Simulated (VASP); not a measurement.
## KBr: single point with HSE06

The system is KBr.

```
K Br
1.0
     0.08668    3.30225    3.30225
     3.30225    0.08668    3.30225
     3.38893    3.38893    0.00000
K Br
1 1
Cartesian
  0.0000 0.0000 0.0000
  3.3889 3.3889 3.3022
```

This cell differs from its parent crystal: shear xy strain +5.2%.

- Program: VASP 6.6.1
- Task: single point
- Functional: HSE06
- Potentials or basis: VASP PAW PBE potentials, release 64 (K_sv, Br)
- Cutoff: 520 eV
- k mesh: 4 × 4 × 4
- Occupations: gaussian, width 0.01 eV
- Spin: no spin polarisation
- Dipole correction: no
- Grid for exact exchange (PRECFOCK): Normal
- Further INCAR settings: ALGO = Normal; EDIFF = 1e-06; NBANDS = 15
- Share of exact exchange: 0.25
- Screening parameter: 0.2079 1/Å

- Pressure: 0.4 GPa
- Band gap on the k mesh: 5.52 eV

Stress tensor (GPa, compression positive):
```
 0.45 -0.28  0.00
-0.28  0.45  0.00
 0.00  0.00  0.43
```

Levels at points of the mesh, in eV from the valence-band top:
```
           k point  band 4  band 5  band 6  band 7  band 8  band 9  band 10  band 11  band 12  band 13
(0.00, 0.00, 0.00)  -12.17  -12.16   -0.12   -0.07    0.00    5.52     8.68     8.91     9.13     9.85
(0.50, 0.00, 0.00)  -12.17  -11.92   -1.29   -0.48   -0.41    7.67     9.59    11.08    11.23    11.36
(0.50, 0.50, 0.00)  -12.20  -12.20   -0.93   -0.45   -0.28    7.00     8.43    10.70    10.92    11.23
(0.00, 0.00, 0.50)  -12.17  -11.89   -1.30   -0.40   -0.32    7.69     9.41    11.12    11.26    11.40
(0.50, 0.00, 0.50)  -12.20  -12.20   -0.93   -0.37   -0.37    7.00     8.41    10.70    10.88    11.20
```

Run time: 38 min on 1 thread of Oxide Virtual Turin-like Processor, with other jobs on the host, peak memory 0.3 GiB.

Caveat: the cell differs from its parent crystal (shear xy strain +5.2%); the PAW data sets were made with another functional, which shifts forces and pressure a little.
